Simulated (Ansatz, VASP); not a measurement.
# SiP5: VASP beside Ansatz

```
Si P
1.0
     0.00000    3.56768    3.56768
     3.56768    0.00000    3.56768
     3.56768    3.56768    0.00000
Si P
1 5
Cartesian
  0.0000 0.0000 0.0000
  4.4574 2.6780 2.6780
  4.4574 4.4574 4.4574
  2.6780 4.4574 2.6780
  2.6780 2.6780 4.4574
  1.7838 1.7838 1.7838
```

Change from the starting cell: species swapped into the ErCu5 type (F-43m, No. 216).

Alike in both runs: functional PBE; k mesh 4 × 4 × 4; occupations gaussian, width 0.2 eV; no spin polarisation.

Ansatz relaxed the structure, and its values are those at the end. VASP's run is a single point on that final structure, the one shown.

|  | VASP | Ansatz |
| --- | --- | --- |
| version | VASP 6.6.1 | Ansatz 0.2.0 |
| potentials or method | VASP PAW PBE potentials, release 64 (Si, P), cutoff 500 eV | scalar-relativistic, plane waves, PAW |
| valence electrons in the cell | 29 | 29 |

|  | VASP | Ansatz | Ansatz less VASP |
| --- | --- | --- | --- |
| gap on the k mesh at the Fermi level (eV) | none | none | - |
| pressure (GPa) | -0.4 | -0.2 | +0.16 |
| rms of the force components (eV/Å) | 0.022 | 0.021 | -0.0009 |

A gap of «none» marks a metal or a gap that the smearing closes.

The k mesh is coarse, so the values compare programs but aren't converged.
